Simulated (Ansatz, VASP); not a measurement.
SiO2 in VASP and in Ansatz

```
Si O
1.0
     4.56322    0.00000    0.00000
     0.00000    4.56322    0.00000
     0.00000    0.00000    2.31858
Si O
2 4
Direct
  0.50000 0.50000 0.50000
  0.00000 0.00000 0.00000
  0.69302 0.69302 0.00000
  0.19302 0.80698 0.50000
  0.30698 0.30698 0.00000
  0.80698 0.19302 0.50000
```

Alike in both runs: task single point; functional PBE; k mesh 6 × 6 × 10; occupations gaussian, width 0.05 eV; no spin polarisation.

```csv
,VASP,Ansatz
version,VASP 6.6.1,Ansatz 0.2.0
potentials or method,"VASP PAW PBE potentials, release 64 (Si, O), cutoff 520 eV","scalar-relativistic, plane waves, PAW"
valence electrons in the cell,32,32
```

```tsv
	VASP	Ansatz	Ansatz less VASP
gap on the k mesh at the Fermi level (eV)	4.86	4.89	+0.029
least direct gap on the mesh (eV)	4.88	4.90	+0.029
pressure (GPa)	22.6	22.1	-0.43
traceless stress, the component that is largest in VASP (GPa)	87.83	87.06	-0.776
rms of the force components (eV/Å)	0.792	0.830	+0.0388
```

Atom by atom the forces differ by 0.039 eV/Å (rms over components).
